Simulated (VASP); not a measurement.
Wanted: the native input for a VASP 6.6.1 run.

| Property | Result |
| --- | --- |
| Task | single point |
| Functional | PBE |
| Potentials or basis | VASP PAW PBE potentials, release 64 (Tb_3, W_sv, O), 4f in core |
| Cutoff | 600 eV |
| k mesh | 5 × 5 × 2 |
| Occupations | gaussian, width 0.2 eV |
| Spin | no spin polarisation |
| Dipole correction | no |
| Mended | yes |
| Further INCAR settings | ALGO = Normal; EDIFF = 1e-06; NBANDS = 37 |

The structure of Tb4WO lies in POSCAR:

```
Tb4WO
1.0
    3.4826367624      0.0000000000      0.0000000000
   -1.7413183812      3.0160519084      0.0000000000
    0.0000000000      0.0000000000     13.3485523977
Tb W O
4 1 1
Direct
    0.3333333333      0.6666666667      0.8976919627
    0.3333333333      0.6666666667      0.3374827696
    0.6666666667      0.3333333333      0.6625172304
    0.6666666667      0.3333333333      0.1023080373
    0.0000000000      0.0000000000      0.5000000000
    0.0000000000      0.0000000000      0.0000000000
```

The cell was built from a structure type or drawn by symmetry, and may not be a known phase.

One way to write it, as run:

INCAR

```
PREC = Accurate ; ENCUT = 600
EDIFF = 1E-6 ; ISMEAR = 0
SIGMA = 0.2 ; LREAL = F
LASPH = T ; NELM = 200
ALGO = Normal ; ISIF = 2
LWAVE = F ; LCHARG = F
GGA = PE ; NBANDS = 37
GGA_COMPAT = F ; LMAXMIX = 6
```

KPOINTS

```
Automatic mesh
0
Gamma
  5 5 2
```

Potentials or basis: VASP PAW PBE potentials, release 64 (Tb_3, W_sv, O), 4f in core.

Command:

```sh
$ cat potpaw_PBE.64/Tb_3/POTCAR potpaw_PBE.64/W_sv/POTCAR potpaw_PBE.64/O/POTCAR > POTCAR
$ mpirun -np 1 vasp_std > vasp.out
```

It gave:

```json
{
  "Pressure": "0.4 GPa",
  "Largest force": "0.034 eV/Å",
  "Band gap on the k mesh": "zero (bands 28 and 29 overlap by 0.09 eV)"
}
```

Caveat: the k points lie up to 0.42 Å⁻¹ apart; spin-orbit coupling is left out, which moves the levels of the heavy elements; the 4f electrons are frozen in the core, so they carry no moment and show no levels; the run has no spin polarisation, though such a crystal can be magnetic.

Wall time 76 s on 1 thread of Intel(R) Xeon(R) Platinum 8488C (Sapphire Rapids) (shared host), peak memory 0.29 GiB.
